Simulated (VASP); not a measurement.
# Cs3Sc (Im-3m) in VASP: a series of runs

The runs below take Cs3Sc through single point, relaxation of cell and atoms, with PBE.

Everything below comes from runs of VASP 6.6.1. Logs are shortened: lines on timing, memory, paths and dates and some standing lists are left out, and cuts for length are marked.

## Step 1: The cell of the first run

It takes space group Im-3m (No. 229, cubic). Conventional cell: a = 6.398 Å, b = 6.398 Å, c = 6.398 Å, α = 90.00°, β = 90.00°, γ = 90.00°. Within 4.2 Å of Cs (site symmetry 4/mmm) lie 4 Cs at 3.20 Å and 2 Sc at 3.20 Å. Sc (site symmetry m-3m) has 6 Cs at 3.20 Å within 4.2 Å.

## Step 2: Single point, PBE

Contents of INCAR:

```
PREC = Accurate
ENCUT = 520
EDIFF = 1E-7
ISMEAR = 0
SIGMA = 0.1
LREAL = F
LASPH = T
NELM = 100
ALGO = Normal
ISIF = 2
LWAVE = F
LCHARG = F
GGA = PE
NBANDS = 27
```

Contents of KPOINTS:

```
Automatic mesh
0
Gamma
  4 4 4
```

Contents of POSCAR:

```
Cs3Sc
1.0
   -3.1991113600      3.1991113600      3.1991113600
    3.1991113600     -3.1991113600      3.1991113600
    3.1991113600      3.1991113600     -3.1991113600
Cs Sc
3 1
Direct
    0.0000000000      0.5000000000      0.5000000000
    0.5000000000      0.0000000000      0.5000000000
    0.5000000000      0.5000000000      0.0000000000
    0.0000000000      0.0000000000      0.0000000000
```

Potentials or basis: VASP PAW PBE potentials, release 64 (Cs_sv, Sc_sv).

The run is started by

```
cat potpaw_PBE.64/Cs_sv/POTCAR potpaw_PBE.64/Sc_sv/POTCAR > POTCAR
mpirun -np 1 vasp_std > vasp.out
```

OUTCAR:

```text
PREC = Accurate
   ENCUT = 520
   EDIFF = 1E-7
   ISMEAR = 0
   LREAL = F
   LASPH = T
   NELM = 100
   ISIF = 2
   GGA = PE

 ion  position               nearest neighbor table
   1  0.000  0.500  0.500-   4 3.20   4 3.20
   2  0.500  0.000  0.500-   4 3.20   4 3.20
   3  0.500  0.500  0.000-   4 3.20   4 3.20
   4  0.000  0.000  0.000-   1 3.20   2 3.20   3 3.20   1 3.20   2 3.20   3 3.20

  LATTYP: Found a body centered cubic cell.
 ALAT       =     6.3982227200

  Lattice vectors:

 A1 = (  -3.1991113600,   3.1991113600,   3.1991113600)
 A2 = (   3.1991113600,  -3.1991113600,   3.1991113600)
 A3 = (   3.1991113600,   3.1991113600,  -3.1991113600)

Analysis of symmetry for initial positions (statically):
=====================================================================
 Subroutine PRICEL returns:
 Original cell was already a primitive cell.

 Routine SETGRP: Setting up the symmetry group for a
 body centered cubic supercell.

 Subroutine GETGRP returns: Found 48 space group operations
 (whereof 48 operations were pure point group operations)
 out of a pool of 48 trial point group operations.

The static configuration has the point symmetry O_h .

Analysis of symmetry for dynamics (positions and initial velocities):
=====================================================================
 Subroutine PRICEL returns:
 Original cell was already a primitive cell.

 Routine SETGRP: Setting up the symmetry group for a
 body centered cubic supercell.

 Subroutine GETGRP returns: Found 48 space group operations
 (whereof 48 operations were pure point group operations)
 out of a pool of 48 trial point group operations.

The dynamic configuration has the point symmetry O_h .

 Subroutine INISYM returns: Found 48 space group operations
 (whereof 48 operations are pure point group operations),
 and found     1 'primitive' translations

----------------------------------------------------------------------------------------

                                     Primitive cell

  volume of cell :     130.9628

  direct lattice vectors                    reciprocal lattice vectors
    -3.199111360  3.199111360  3.199111360     0.000000000  0.156293403  0.156293403
     3.199111360 -3.199111360  3.199111360     0.156293403  0.000000000  0.156293403
     3.199111360  3.199111360 -3.199111360     0.156293403  0.156293403  0.000000000

  length of vectors
     5.541023415  5.541023415  5.541023415     0.221032250  0.221032250  0.221032250

  position of ions in fractional coordinates (direct lattice)
     0.000000000  0.500000000  0.500000000
     0.500000000  0.000000000  0.500000000
     0.500000000  0.500000000  0.000000000
     0.000000000  0.000000000  0.000000000

  ion indices of the primitive-cell ions
   primitive index   ion index
                 1           1
                 2           2
                 3           3
                 4           4

----------------------------------------------------------------------------------------

 KPOINTS: Automatic mesh

Automatic generation of k-mesh.
 Grid dimensions read from file:
 generate k-points for:    4    4    4

 Generating k-lattice:

  Cartesian coordinates                     Fractional coordinates (reciprocal lattice)
     0.000000000  0.039073351  0.039073351     0.250000000  0.000000000  0.000000000
     0.039073351  0.000000000  0.039073351     0.000000000  0.250000000  0.000000000
     0.039073351  0.039073351  0.000000000     0.000000000  0.000000000  0.250000000

  Length of vectors
     0.055258062  0.055258062  0.055258062

  Shift w.r.t. Gamma in fractional coordinates (k-lattice)
     0.000000000  0.000000000  0.000000000

 Subroutine IBZKPT returns following result:
 ===========================================

 Found      8 irreducible k-points:

 Following reciprocal coordinates:
            Coordinates               Weight
  0.000000  0.000000  0.000000      1.000000
  0.250000  0.000000  0.000000     12.000000
  0.500000  0.000000  0.000000      6.000000
  0.250000  0.250000  0.000000     24.000000
  0.250000  0.250000  0.250000      2.000000
 -0.250000  0.250000  0.250000      6.000000
  0.500000  0.500000  0.250000     12.000000
  0.500000  0.500000  0.500000      1.000000
   k-points           NKPTS =      8   k-points in BZ     NKDIM =      8   number of bands    NBANDS=     27
   number of dos      NEDOS =    301   number of ions     NIONS =      4
   total plane-waves  NPLWV =  74088
   dimension x,y,z NGX =    42 NGY =   42 NGZ =   42
   dimension x,y,z NGXF=    84 NGYF=   84 NGZF=   84
   ions per type =               3   1
   NGX,Y,Z   is equivalent  to a cutoff of  12.60, 12.60, 12.60 a.u.
   NGXF,Y,Z  is equivalent  to a cutoff of  25.20, 25.20, 25.20 a.u.
 SYSTEM =  unknown system
   PREC   = accura    normal or accurate (medium, high low for compatibility)
   ISTART =      0    job   : 0-new  1-cont  2-samecut
   ICHARG =      2    charge: 1-file 2-atom 10-const
   ISPIN  =      1    spin polarized calculation?
   LNONCOLLINEAR =      F non collinear calculations
   LSORBIT =      F    spin-orbit coupling
   LASPH  =      T    aspherical Exc in radial PAW
   ENCUT  =  520.0 eV  38.22 Ry    6.18 a.u.  10.30 10.30 10.30*2*pi/ulx,y,z
   NELM   =    100;   NELMIN=  2; NELMDL= -5     # of ELM steps
   EDIFF  = 0.1E-06   stopping-criterion for ELM
   LREAL  =      F    real-space projection
   EDIFFG = 0.1E-05   stopping-criterion for IOM
   NSW    =      0    number of steps for IOM
   IBRION =     -1    ionic relax: 0-MD 1-quasi-New 2-CG
   NFREE  =      0    steps in history (QN), initial steepest desc. (CG)
   ISIF   =      2    stress and relaxation
   ISYM   =      2    0-nonsym 1-usesym 2-fastsym
   POTIM  = 0.5000    time-step for ionic-motion
   TEBEG  =    0.0;   TEEND  =   0.0 temperature during run
   PSTRESS=    0.0 pullay stress
   NELECT =      38.0000    total number of electrons
   NUPDOWN=      -1.0000    fix difference up-down
   EMIN   =  10.00;   EMAX   =-10.00  energy-range for DOS
   EFERMI =   0.00;   METHOD = LEGACY
   ISMEAR =     0;   SIGMA  =   0.10  broadening in eV -4-tet -1-fermi 0-gaus
   EFERMI_NEDOS =   21; number of points for ismear=-14 and -15
   IALGO  =     38    algorithm
   IMIX   =      4    mixing-type and parameters
     AMIX     =   0.40;   BMIX     =  1.00
     AMIX_MAG =   1.60;   BMIX_MAG =  1.00
  volume/ion in A,a.u.               =      32.74       220.95
  Fermi-wavevector in a.u.,A,eV,Ry     =   1.083810  2.048105 15.982017  1.174645
  Thomas-Fermi vector in A             =   2.219885
   LORBIT       =      0    0 simple, 1 ext, 2 COOP (PROOUT), +10 PAW based schemes
   GGA     = PE    functional components
   LHFCALC =     F    Hartree Fock is set to
   AEXX    =    0.0000 exact exchange contribution
   IVDW    =     0    specifies the selected vdW correction
   LEPSILON=     F    determine dielectric tensor
   LRPA    =     F    only Hartree local field effects (RPA)
 non-spin polarized calculation
 Gauss-broadening in eV      SIGMA  =   0.10
  energy-cutoff  :      520.00
  volume of cell :      130.96
 maximum number of plane-waves:      3564
 NGX is ok and might be reduce to    42
   NGX = 21   NGY = 21   NGZ = 21

 number of electron      38.0000004 magnetization

 Free energy of the ion-electron system (eV)
  ---------------------------------------------------
  ext. energy  EPLUGINS =         0.00000000
  ---------------------------------------------------
  free energy    TOTEN  =        -2.55311524 eV

  energy without entropy =       -2.49918255  energy(sigma->0) =       -2.52614889

 E-fermi :   4.7116     XC(G=0):  -9.5660

 val. band max:        4.7046404132   @ k =   0.5000   0.0000   0.0000
 cond. band min:       4.7205392025   @ k =   0.2500   0.2500   0.2500
 fundamental gap:      0.0158987893
 Fermi energy:         4.7116247687

 k-point     1 :       0.0000    0.0000    0.0000
  band No.  band energies     occupation
      1     -45.3188      2.00000
      2     -24.0089      2.00000
      3     -24.0089      2.00000
      4     -24.0089      2.00000
      5     -19.3852      2.00000
      6     -18.2324      2.00000
[... 19 lines left out ...]
     26       7.3948      0.00000
     27       7.3948      0.00000

 k-point     2 :       0.2500    0.0000    0.0000
  band No.  band energies     occupation
      1     -45.3187      2.00000
      2     -24.0112      2.00000
      3     -24.0102      2.00000
      4     -24.0090      2.00000
      5     -19.2431      2.00000
      6     -18.3982      2.00000
[... 19 lines left out ...]
     26       7.2784      0.00000
     27       7.9635      0.00000

 k-point     3 :       0.5000    0.0000    0.0000
  band No.  band energies     occupation
      1     -45.3187      2.00000
      2     -24.0135      2.00000
      3     -24.0116      2.00000
      4     -24.0091      2.00000
      5     -18.9968      2.00000
      6     -18.6678      2.00000
[... 19 lines left out ...]
     26       6.7242      0.00000
     27       6.9213      0.00000

 k-point     4 :       0.2500    0.2500    0.0000
  band No.  band energies     occupation
      1     -45.3187      2.00000
      2     -24.0128      2.00000
      3     -24.0108      2.00000
      4     -24.0106      2.00000
      5     -19.0096      2.00000
      6     -18.6400      2.00000
[... 19 lines left out ...]
     26       7.3097      0.00000
     27       8.0406      0.00000

 k-point     5 :       0.2500    0.2500    0.2500
  band No.  band energies     occupation
      1     -45.3187      2.00000
      2     -24.0125      2.00000
      3     -24.0125      2.00000
      4     -24.0125      2.00000
      5     -18.6538      2.00000
      6     -18.6538      2.00000
[... 19 lines left out ...]
     26       8.3021      0.00000
     27       8.7012      0.00000

 k-point     6 :      -0.2500    0.2500    0.2500
  band No.  band energies     occupation
      1     -45.3187      2.00000
      2     -24.0126      2.00000
      3     -24.0091      2.00000
      4     -24.0091      2.00000
      5     -19.1521      2.00000
      6     -18.6261      2.00000
[... 19 lines left out ...]
     26       7.0134      0.00000
     27       7.2454      0.00000

 k-point     7 :       0.5000    0.5000    0.2500
  band No.  band energies     occupation
      1     -45.3187      2.00000
      2     -24.0115      2.00000
      3     -24.0105      2.00000
      4     -24.0093      2.00000
      5     -18.9827      2.00000
      6     -18.8511      2.00000
[... 19 lines left out ...]
     26       7.1899      0.00000
     27       7.2519      0.00000

 k-point     8 :       0.5000    0.5000    0.5000
  band No.  band energies     occupation
      1     -45.3187      2.00000
      2     -24.0095      2.00000
      3     -24.0095      2.00000
      4     -24.0095      2.00000
      5     -18.9684      2.00000
      6     -18.9684      2.00000
[... 19 lines left out ...]
     26       7.4663      0.00000
     27       7.4678      0.00000

------------------------ aborting loop because EDIFF is reached ----------------------------------------

  FORCE on cell =-STRESS in cart. coord.  units (eV):
  Direction    XX          YY          ZZ          XY          YZ          ZX
  --------------------------------------------------------------------------------------
  -------------------------------------------------------------------------------------
  Total        9.6882636      9.6882636      9.6882636      0.0000000      0.0000000     -0.0000000
  in kB      118.5245909    118.5245909    118.5245909      0.0000000      0.0000000     -0.0000000
  external PRESSURE =     118.5245909 kB  Pullay stress =       0.0000000 kB

 VOLUME and BASIS-vectors are now :
 -----------------------------------------------------------------------------
  energy-cutoff  :      520.00
  volume of cell :      130.96
      direct lattice vectors                 reciprocal lattice vectors
    -3.199111360  3.199111360  3.199111360     0.000000000  0.156293403  0.156293403
     3.199111360 -3.199111360  3.199111360     0.156293403  0.000000000  0.156293403
     3.199111360  3.199111360 -3.199111360     0.156293403  0.156293403  0.000000000

 POSITION                                       TOTAL-FORCE (eV/Angst)
 -----------------------------------------------------------------------------------
      3.19911      0.00000      0.00000         0.000000     -0.000000      0.000000
      0.00000      3.19911      0.00000        -0.000000     -0.000000      0.000000
      0.00000      0.00000      3.19911        -0.000000      0.000000     -0.000000
      0.00000      0.00000      0.00000        -0.000000     -0.000000      0.000000
 -----------------------------------------------------------------------------------
    total drift:                               -0.000000      0.000000     -0.000000

  FREE ENERGIE OF THE ION-ELECTRON SYSTEM (eV)
  ---------------------------------------------------
  free  energy   TOTEN  =        -2.5531152405 eV

  energy  without entropy=       -2.4991825487  energy(sigma->0) =       -2.52614889
```

Run time: 31 s. Hardware: 1 thread of Intel Xeon 6975P-C, shared host; peak memory 0.25 GiB.

Results:

| Property | Result |
| --- | --- |
| Free energy | -2.5531 eV |
| Pressure | 11.9 GPa |
| Band gap on the k mesh | zero (band 19 reaches 4.75 eV, above the bottom of band 20 at 2.90 eV) |

Caveat: spin-orbit coupling is left out, which moves the levels of the heavy elements.

## Step 3: Single point, PBE

This run uses another cell than the first one, of 75.86 Å³/atom, 2.317 times its volume.

Contents of INCAR:

```
SYSTEM = Cs3Sc
PREC = Accurate
ENCUT = 520
EDIFF = 1E-7
ISMEAR = 0
SIGMA = 0.1
LREAL = .False.
LASPH = .True.
NELM = 80
ALGO = Fast
ISIF = 2
LWAVE = .False.
LCHARG = .False.
GGA = PE
NBANDS = 27
```

Contents of KPOINTS:

```
regular mesh
0
Gamma
  4 4 4
  0 0 0
```

Contents of POSCAR:

```
Cs3Sc
1.0
   -4.2331429543      4.2331429543      4.2331429543
    4.2331429543     -4.2331429543      4.2331429543
    4.2331429543      4.2331429543     -4.2331429543
Cs Sc
3 1
Direct
    0.0000000000      0.5000000000      0.5000000000
    0.5000000000      0.0000000000      0.5000000000
    0.5000000000      0.5000000000      0.0000000000
    0.0000000000      0.0000000000      0.0000000000
```

Potentials or basis: VASP PAW PBE potentials, release 64 (Cs_sv, Sc_sv).

The run is started by

```
cat potpaw_PBE.64/Cs_sv/POTCAR potpaw_PBE.64/Sc_sv/POTCAR > POTCAR
mpirun -np 1 vasp_std > vasp.out
```

Wall time 4.4 min (1 thread of Intel Xeon 6975P-C, shared host); peak memory 0.45 GiB.

It converged, with:

```
Free energy            : -5.5134 eV
Pressure               : 0.0 GPa
Band gap on the k mesh : zero (band 19 reaches 1.05 eV, above the bottom of band 20 at 0.78 eV)
```

Levels at points of the mesh, in eV from the Fermi level:
| k point | band 16 | band 17 | band 18 | band 19 | band 20 | band 21 | band 22 | band 23 |
| --- | --- | --- | --- | --- | --- | --- | --- | --- |
| (0.00, 0.00, 0.00) | -10.11 | -2.35 | -0.21 | -0.21 | -0.21 | 0.18 | 0.18 | 0.74 |
| (0.50, 0.00, 0.00) | -10.12 | -1.48 | -0.61 | 0.05 | 0.25 | 0.28 | 0.31 | 0.35 |
| (0.50, 0.50, 0.50) | -10.12 | -1.58 | -0.02 | -0.02 | 0.20 | 0.20 | 0.20 | 0.62 |

Caveat: spin-orbit coupling is left out, which moves the levels of the heavy elements.

## Step 4: Relaxation of cell and atoms, PBE

Contents of INCAR:

```
SYSTEM = Cs3Sc
ALGO     = Normal         ! electronic algorithm
EDIFF    = 1E-7           ! SCF threshold, eV
EDIFFG   = -0.04          ! ionic threshold
ENCUT    = 600            ! plane-wave cutoff, eV
GGA      = PE             ! functional
IBRION   = 2              ! ionic algorithm
ISIF     = 3              ! what is computed and relaxed
ISMEAR   = 0              ! smearing method
LASPH    = .True.         ! aspherical terms in the spheres
LCHARG   = .False.        ! write CHGCAR
LREAL    = .False.        ! projectors in reciprocal space
LWAVE    = .False.        ! write WAVECAR
NELM     = 100            ! most SCF steps
NSW      = 90             ! ionic steps
PREC     = Accurate       ! precision mode
SIGMA    = 0.1            ! smearing width, eV
```

Contents of KPOINTS:

```
k-points
0
Gamma
  4 4 4
  0 0 0
```

Contents of POSCAR:

```
Cs3Sc
1.0
   -3.1991113600      3.1991113600      3.1991113600
    3.1991113600     -3.1991113600      3.1991113600
    3.1991113600      3.1991113600     -3.1991113600
Cs Sc
3 1
Direct
    0.0000000000      0.5000000000      0.5000000000
    0.5000000000      0.0000000000      0.5000000000
    0.5000000000      0.5000000000      0.0000000000
    0.0000000000      0.0000000000      0.0000000000
```

The run is started by

```
cat potpaw_PBE.64/Cs_sv/POTCAR potpaw_PBE.64/Sc_sv/POTCAR > POTCAR
mpirun -np 1 vasp_std > vasp.out
```

It took 4.9 min on 1 thread of Intel Xeon 6975P-C, shared host; peak memory 0.34 GiB.

It converged, with:

```
Free energy                            : -5.4814 eV
Relaxed volume                         : 76.43 Å³/atom
Relaxed cell                           : a = 7.350 Å, b = 7.350 Å, c = 7.350 Å, α = 109.47°, β = 109.47°, γ = 109.47°
Space group after relaxing (to 0.05 Å) : Im-3m (No. 229)
Energy gained by relaxing              : 732.0 meV/atom
Ionic steps                            : 5
Pressure after relaxing                : -0.1 GPa
Band gap on the k mesh                 : zero (band 19 reaches 1.03 eV, above the bottom of band 20 at 0.75 eV)
```

Step by step:
| step | energy change (eV) | largest force (eV/Å) | pressure (GPa) | volume (Å³) |
| --- | --- | --- | --- | --- |
| 1 | 0.0000 | 0.0000 | 11.87 | 130.96 |
| 2 | -2.0769 | 0.0000 | 3.35 | 182.54 |
| 3 | -2.6572 | 0.0000 | 1.50 | 222.31 |
| 4 | -2.9205 | 0.0000 | -0.14 | 318.36 |
| 5 | -2.9281 | 0.0000 | -0.05 | 305.72 |

Final structure:
```xyz
4
Lattice="-4.2438 4.2438 4.2438 4.2438 -4.2438 4.2438 4.2438 4.2438 -4.2438" Properties=species:S:1:pos:R:3 pbc="T T T"
Cs    4.2438    0.0000    0.0000
Cs    0.0000    4.2438    0.0000
Cs    0.0000    0.0000    4.2438
Sc    0.0000    0.0000    0.0000
```

Levels at points of the mesh, in eV from the Fermi level:
```
           k point  band 16  band 17  band 18  band 19  band 20  band 21  band 22  band 23
(0.00, 0.00, 0.00)   -10.12    -2.34    -0.21    -0.21    -0.21     0.18     0.18     0.73
(0.50, 0.00, 0.00)   -10.13    -1.48    -0.62     0.05     0.25     0.28     0.31     0.35
(0.50, 0.50, 0.50)   -10.13    -1.57    -0.03    -0.03     0.20     0.20     0.20     0.61
```

Caveat: the volume moved by over 15 % at a fixed basis, so the end points are rough; spin-orbit coupling is left out, which moves the levels of the heavy elements.

(Continued in part 2 of 2.)
